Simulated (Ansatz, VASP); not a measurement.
**One calculation of Ga2GeO, two programs**

Contents of INCAR:

```
PREC = Accurate
ENCUT = 600
EDIFF = 1E-7
ISMEAR = 0
SIGMA = 0.1
LREAL = F
LASPH = T
NELM = 120
ALGO = Normal
ISIF = 3
LWAVE = F
LCHARG = F
GGA = PE
IBRION = 2
NSW = 100
EDIFFG = -0.01
GGA_COMPAT = F
NELMIN = 4
```

The input KPOINTS:

```
Automatic mesh
0
Gamma
  18 18 8
```

File POSCAR:

```
Ga2GeO
1.0
    3.2435211765      0.0000000000      0.0000000000
   -1.6217605883      2.8089717366      0.0000000000
    0.0000000000      0.0000000000      6.8368745581
Ga Ge O
2 1 1
Direct
    0.0000000000      0.0000000000      0.7944338069
    0.0000000000      0.0000000000      0.2055661931
    0.6666666667      0.3333333333      0.5000000000
    0.3333333333      0.6666666667      0.0000000000
```

Input for Ansatz:

```yaml
crystal:
  lattice:
    - [3.2435211765, 0.0, 0.0]
    - [-1.6217605883, 2.8089717366, 0.0]
    - [0.0, 0.0, 6.8368745581]
  atoms:
    - { symbol: Ga, position: [0.0, 0.0, 0.7944338069] }
    - { symbol: Ga, position: [0.0, 0.0, 0.2055661931] }
    - { symbol: Ge, position: [0.6666666667, 0.3333333333, 0.5] }
    - { symbol: O, position: [0.3333333333, 0.6666666667, 0.0] }
basis:
  ecutwfc: 420
kpoints:
  mp_grid: { grid: [18, 18, 8] }
hamiltonian:
  xc: pbe
scf:
  occupations: { method: gaussian, width: 0.1 }
output:
  forces: true
  stress: true
  eigenvalues: true
  write_density: true
  write_potential: true
  elf: true
  volumetric_format: npy
relax:
  adjacent_minimum: "off"
  f_tol: 0.01
  max_steps: 80
  cell: { stress_tol: 0.05 }
```

Change from the starting cell: species swapped into the Co2SbTe type (P-6m2, No. 187).

Alike in both runs: task relaxation of cell and atoms; functional PBE; k mesh 18 × 18 × 8; occupations gaussian, width 0.1 eV; no spin polarisation.

|  | VASP | Ansatz |
| --- | --- | --- |
| version | VASP 6.6.1 | Ansatz 0.2.0 |
| potentials or method | VASP PAW PBE potentials, release 64 (Ga_d, Ge_d, O), cutoff 600 eV | scalar-relativistic, plane waves, PAW |
| valence electrons in the cell | 46 | 46 |

|  | VASP | Ansatz | Ansatz less VASP |
| --- | --- | --- | --- |
| gap on the k mesh at the Fermi level, each at its own relaxed structure (eV) | none | none | - |
| relaxed volume (Å³/atom) | 15.54 | 15.52 | -0.016 |
| relaxed length of the cell vector where the two differ most in proportion (Å) | 2.998 | 2.995 | -0.0029 |

A gap of «none» marks a metal or a gap that the smearing closes.
